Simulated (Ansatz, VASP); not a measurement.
## Two plane-wave programs on NaF

```
Na F
1.0
     2.79349    0.08073    0.00000
     0.08073    2.79349    0.00000
     0.00000    0.00000    2.79349
Na F
1 1
Direct
  0.00000 0.00000 0.00000
  0.50000 0.50000 0.50000
```

Change from the starting cell: shear_xy strain +5.8%.

Alike in both runs: task single point; functional r2SCAN; k mesh 10 × 10 × 10; no spin polarisation.

|  | VASP | Ansatz |
| --- | --- | --- |
| version | VASP 6.6.1 | Ansatz 0.2.0 |
| potentials or method | VASP PAW PBE potentials, release 64 (Na_pv, F) | plane waves, PAW |
| plane-wave cutoff (eV) | 520 | 500 |
| occupations | gaussian, width 0.01 eV | fixed |
| valence electrons in the cell | 14 | 16 |

|  | VASP | Ansatz | Ansatz less VASP |
| --- | --- | --- | --- |
| gap on the k mesh at the Fermi level (eV) | 7.12 | 7.07 | -0.056 |
| pressure (GPa) | -0.6 | 0.2 | +0.81 |
| traceless stress, the component that is largest in VASP (GPa) | -0.33 | -0.36 | -0.024 |

VASP's potentials were made for PBE, not for r2SCAN. VASP's potentials hold 14 valence electrons a cell and Ansatz's 16, so a difference there can come from the potentials and not from the codes.
